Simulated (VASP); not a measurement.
# MgSi16 (a cell with a defect) in VASP: single point with PBE

Aim: the single point of MgSi16 (a cell with a defect) with PBE.

Everything below comes from runs of VASP 6.6.1. Logs are shortened: lines on timing, memory, paths and dates and some standing lists are left out, and cuts for length are marked.

## 1. The cell of the first run

The cell holds a defect, 17 atoms: a = 7.735 Å, b = 7.735 Å, c = 7.735 Å, α = 60.00°, β = 60.00°, γ = 60.00°.

## 2. Single point, PBE

INCAR reads:

```
SYSTEM = MgSi16
PREC     = Accurate       ! precision mode
ENCUT    = 520            ! plane-wave cutoff, eV
EDIFF    = 1E-6           ! SCF threshold, eV
ISMEAR   = 0              ! smearing method
SIGMA    = 0.01           ! smearing width, eV
LREAL    = Auto         
LASPH    = .True.         ! aspherical terms in the spheres
NELM     = 80             ! most SCF steps
ALGO     = Normal         ! electronic algorithm
ISIF     = 2              ! what is computed and relaxed
LWAVE    = .False.        ! write WAVECAR
LCHARG   = .False.        ! write CHGCAR
GGA      = PE             ! functional
NBANDS   = 47             ! bands
```

KPOINTS reads:

```
Automatic mesh
0
Gamma
  2 2 2
  0 0 0
```

POSCAR reads:

```
MgSi16
1.0
    0.0000000000      5.4696766497      5.4696766497
    5.4696766497      0.0000000000      5.4696766497
    5.4696766497      5.4696766497      0.0000000000
Si Mg
16 1
Direct
    0.3748675787      0.3741418049      0.3739051870
    0.3748723246      0.3740786528      0.8798792802
    0.3748415845      0.8799970547      0.3739582503
    0.3918779655      0.8703759932      0.8702504729
    0.8808197629      0.3739951874      0.3739860692
    0.8710541590      0.3913345197      0.8701879832
    0.8710993965      0.8703292650      0.3910350175
    0.8711179290      0.8703241880      0.8702907257
    0.2513727442      0.2505488651      0.2504379087
    0.2548105077      0.2541301572      0.7468976301
    0.2547829700      0.7471253696      0.2539399034
    0.2547960206      0.7470753607      0.7469278395
    0.7478555599      0.2540475363      0.2539345794
    0.7478514549      0.2540350337      0.7469429323
    0.7478067631      0.7469686938      0.2539794322
    0.7512421658      0.7507199347      0.7504015517
    0.0012445938      0.0006780973      0.0004185657
```

Potentials or basis: VASP PAW PBE potentials, release 64 (Si, Mg).

Launch:

```bash
> cat potpaw_PBE.64/Si/POTCAR potpaw_PBE.64/Mg/POTCAR > POTCAR
> mpirun -np 1 vasp_std > vasp.out
```

OUTCAR:

```text
SYSTEM = MgSi16
   PREC = Accurate
   ENCUT = 520
   EDIFF = 1E-6
   ISMEAR = 0
   LREAL = Auto
   LASPH = .True.
   NELM = 80
   ISIF = 2
   GGA = PE

 ion  position               nearest neighbor table
   1  0.375  0.374  0.374-   9 2.34  11 2.36  13 2.36  10 2.36
   2  0.375  0.374  0.880-   9 2.34  14 2.36  10 2.36  12 2.36
   3  0.375  0.880  0.374-   9 2.34  11 2.36  15 2.36  12 2.36
   4  0.392  0.870  0.870-  16 2.27  11 2.42  12 2.42  10 2.42  17 2.47
   5  0.881  0.374  0.374-   9 2.34  14 2.36  13 2.36  15 2.36
   6  0.871  0.391  0.870-  16 2.27  13 2.42  14 2.42  10 2.42  17 2.47
   7  0.871  0.870  0.391-  16 2.27  11 2.42  15 2.42  13 2.42  17 2.47
   8  0.871  0.870  0.870-  16 2.27  12 2.42  15 2.42  14 2.42  17 2.47
   9  0.251  0.251  0.250-   3 2.34   5 2.34   1 2.34   2 2.34
  10  0.255  0.254  0.747-   1 2.36   2 2.36   4 2.42   6 2.42  17 2.77
  11  0.255  0.747  0.254-   3 2.36   1 2.36   7 2.42   4 2.42  17 2.77
  12  0.255  0.747  0.747-   3 2.36   2 2.36   8 2.42   4 2.42  17 2.77
  13  0.748  0.254  0.254-   5 2.36   1 2.36   7 2.42   6 2.42  17 2.77
  14  0.748  0.254  0.747-   5 2.36   2 2.36   8 2.42   6 2.42  17 2.77
  15  0.748  0.747  0.254-   3 2.36   5 2.36   8 2.42   7 2.42  17 2.77
  16  0.751  0.751  0.750-   4 2.27   7 2.27   8 2.27   6 2.27
  17  0.001  0.001  0.000-   8 2.47   7 2.47   4 2.47   6 2.47  14 2.77  13 2.77  10 2.77  11 2.77
                            12 2.77  15 2.77

  LATTYP: Found a face centered cubic cell.
 ALAT       =    10.9393532994

  Lattice vectors:

 A1 = (   0.0000000000,   5.4696766497,   5.4696766497)
 A2 = (   5.4696766497,   0.0000000000,   5.4696766497)
 A3 = (   5.4696766497,   5.4696766497,   0.0000000000)

Analysis of symmetry for initial positions (statically):
=====================================================================
 Subroutine PRICEL returns:
 Original cell was already a primitive cell.

 Routine SETGRP: Setting up the symmetry group for a
 face centered cubic supercell.

 Subroutine GETGRP returns: Found  1 space group operations
 (whereof  1 operations were pure point group operations)
 out of a pool of 48 trial point group operations.

The static configuration has the point symmetry C_1 .

Analysis of symmetry for dynamics (positions and initial velocities):
=====================================================================
 Subroutine PRICEL returns:
 Original cell was already a primitive cell.

 Routine SETGRP: Setting up the symmetry group for a
 face centered cubic supercell.

 Subroutine GETGRP returns: Found  1 space group operations
[... 123 lines left out ...]
   ISYM   =      2    0-nonsym 1-usesym 2-fastsym
   POTIM  = 0.5000    time-step for ionic-motion
   TEBEG  =    0.0;   TEEND  =   0.0 temperature during run
   PSTRESS=    0.0 pullay stress
   NELECT =      66.0000    total number of electrons
   NUPDOWN=      -1.0000    fix difference up-down
   EMIN   =  10.00;   EMAX   =-10.00  energy-range for DOS
   EFERMI =   0.00;   METHOD = LEGACY
   ISMEAR =     0;   SIGMA  =   0.01  broadening in eV -4-tet -1-fermi 0-gaus
   EFERMI_NEDOS =   21; number of points for ismear=-14 and -15
   IALGO  =     38    algorithm
   IMIX   =      4    mixing-type and parameters
     AMIX     =   0.40;   BMIX     =  1.00
     AMIX_MAG =   1.60;   BMIX_MAG =  1.00
  volume/ion in A,a.u.               =      19.25       129.92
  Fermi-wavevector in a.u.,A,eV,Ry     =   0.960029  1.814192 12.539895  0.921656
  Thomas-Fermi vector in A             =   2.089278
   LORBIT       =      0    0 simple, 1 ext, 2 COOP (PROOUT), +10 PAW based schemes
   GGA     = PE    functional components
   LHFCALC =     F    Hartree Fock is set to
   AEXX    =    0.0000 exact exchange contribution
   IVDW    =     0    specifies the selected vdW correction
   LEPSILON=     F    determine dielectric tensor
   LRPA    =     F    only Hartree local field effects (RPA)
 non-spin polarized calculation
 Gauss-broadening in eV      SIGMA  =   0.01
  energy-cutoff  :      520.00
  volume of cell :      327.28
 maximum number of plane-waves:      8824
 NGX is ok and might be reduce to    60
   NGX = 29   NGY = 29   NGZ = 29

 number of electron      65.9999999 magnetization

 Free energy of the ion-electron system (eV)
  ---------------------------------------------------
  ext. energy  EPLUGINS =         0.00000000
  ---------------------------------------------------
  free energy    TOTEN  =       -84.77173405 eV

  energy without entropy =      -84.76980595  energy(sigma->0) =      -84.77077000

 E-fermi :   6.7160     XC(G=0):  -9.5482

 val. band max:        6.7130472480   @ k =   0.5000   0.5000   0.0000
 cond. band min:       6.7871995617   @ k =   0.0000   0.5000   0.0000
 fundamental gap:      0.0741523137
 Fermi energy:         6.7159595801

 k-point     1 :       0.0000    0.0000    0.0000
  band No.  band energies     occupation
      1      -6.0689      2.00000
      2      -3.8641      2.00000
      3      -3.6940      2.00000
      4      -3.6937      2.00000
      5      -3.6935      2.00000
      6      -2.2755      2.00000
[... 373 lines left out ...]
     44      10.0992      0.00000
     45      10.2465      0.00000
 [bands above 45 left out]

------------------------ aborting loop because EDIFF is reached ----------------------------------------

  FORCE on cell =-STRESS in cart. coord.  units (eV):
  Direction    XX          YY          ZZ          XY          YZ          ZX
  --------------------------------------------------------------------------------------
  -------------------------------------------------------------------------------------
  Total        6.8814871      6.8771539      6.8941400      0.0035795      0.0029958     -0.0051538
  in kB       33.6882095     33.6669964     33.7501516      0.0175236      0.0146660     -0.0252304
  external PRESSURE =      33.7017858 kB  Pullay stress =       0.0000000 kB

 VOLUME and BASIS-vectors are now :
 -----------------------------------------------------------------------------
  energy-cutoff  :      520.00
  volume of cell :      327.28
      direct lattice vectors                 reciprocal lattice vectors
     0.000000000  5.469676650  5.469676650    -0.091413082  0.091413082  0.091413082
     5.469676650  0.000000000  5.469676650     0.091413082 -0.091413082  0.091413082
     5.469676650  5.469676650  0.000000000     0.091413082  0.091413082 -0.091413082

 POSITION                                       TOTAL-FORCE (eV/Angst)
 -----------------------------------------------------------------------------------
      4.09158      4.09554      4.09684         0.000675      0.001599     -0.000480
      6.85874      6.86309      4.09652        -0.001502     -0.003279      0.000484
      6.85873      4.09569      6.86356        -0.000121      0.000929     -0.001214
      9.52066      6.90343      6.90412         0.000860     -0.003072     -0.000014
      4.09122      6.86338      6.86343         0.002875     -0.002781     -0.001726
      6.90012      9.52403      6.90486        -0.004102      0.003548     -0.003318
[... 9 lines left out ...]
      8.21065      8.21351      8.21525        -0.001498      0.000678     -0.001400
      0.00600      0.00910      0.01052         0.000710      0.000871      0.002158
 -----------------------------------------------------------------------------------
    total drift:                                0.002540      0.006773      0.006630

  FREE ENERGIE OF THE ION-ELECTRON SYSTEM (eV)
  ---------------------------------------------------
  free  energy   TOTEN  =       -84.7717340479 eV

  energy  without entropy=      -84.7698059532  energy(sigma->0) =      -84.77077000
```

OSZICAR:

```text
N       E                     dE             d eps       ncg     rms          rms(c)
DAV:   1     0.162547473853E+03    0.16255E+03   -0.25237E+04   752   0.116E+03
DAV:   2    -0.721226821636E+02   -0.23467E+03   -0.22035E+03   911   0.171E+02
DAV:   3    -0.860486623878E+02   -0.13926E+02   -0.13602E+02   992   0.370E+01
DAV:   4    -0.863447825085E+02   -0.29612E+00   -0.29516E+00   921   0.657E+00
DAV:   5    -0.863530630195E+02   -0.82805E-02   -0.82737E-02   938   0.102E+00    0.139E+01
DAV:   6    -0.852649336205E+02    0.10881E+01   -0.60731E-01   866   0.226E+00    0.850E+00
DAV:   7    -0.847655612525E+02    0.49937E+00   -0.12238E+00   860   0.328E+00    0.532E-01
DAV:   8    -0.847696551199E+02   -0.40939E-02   -0.68073E-02   864   0.893E-01    0.267E-01
DAV:   9    -0.847712430255E+02   -0.15879E-02   -0.31116E-03   916   0.213E-01    0.170E-01
DAV:  10    -0.847716167599E+02   -0.37373E-03   -0.40686E-04   864   0.681E-02    0.699E-02
DAV:  11    -0.847717299308E+02   -0.11317E-03   -0.14912E-04   836   0.456E-02    0.122E-02
DAV:  12    -0.847717326440E+02   -0.27132E-05   -0.57738E-06   944   0.820E-03    0.870E-03
DAV:  13    -0.847717341101E+02   -0.14661E-05   -0.33395E-06   721   0.678E-03    0.408E-03
DAV:  14    -0.847717340479E+02    0.62206E-07   -0.12774E-07   544   0.136E-03
   1 F= -.84771734E+02 E0= -.84770770E+02  d E =-.192809E-02
```

It took 1.9 min on 1 thread of Intel Xeon 6975P-C (Granite Rapids), shared host; peak memory 0.49 GiB.

What came out:

* Free energy: -84.7717 eV
* Pressure: 3.4 GPa
* Largest force: 0.007 eV/Å
* Band gap on the k mesh: zero (band 33 reaches 6.79 eV, above the bottom of band 34 at 6.39 eV)

Forces on the atoms (eV/Å):
```
Si   0.001  0.002  0.000
Si  -0.002 -0.003  0.000
Si   0.000  0.001 -0.001
Si   0.001 -0.003  0.000
Si   0.003 -0.003 -0.002
Si  -0.004  0.004 -0.003
Si   0.000 -0.001  0.001
Si   0.000 -0.002 -0.001
Si   0.000 -0.001  0.001
Si   0.001  0.000 -0.002
Si  -0.002 -0.002 -0.001
Si   0.004  0.003  0.000
Si  -0.003 -0.001  0.001
Si   0.002  0.005  0.000
Si   0.000  0.000  0.007
Si  -0.001  0.001 -0.001
Mg   0.001  0.001  0.002
```

Caveat: the k points lie up to 0.50 Å⁻¹ apart.
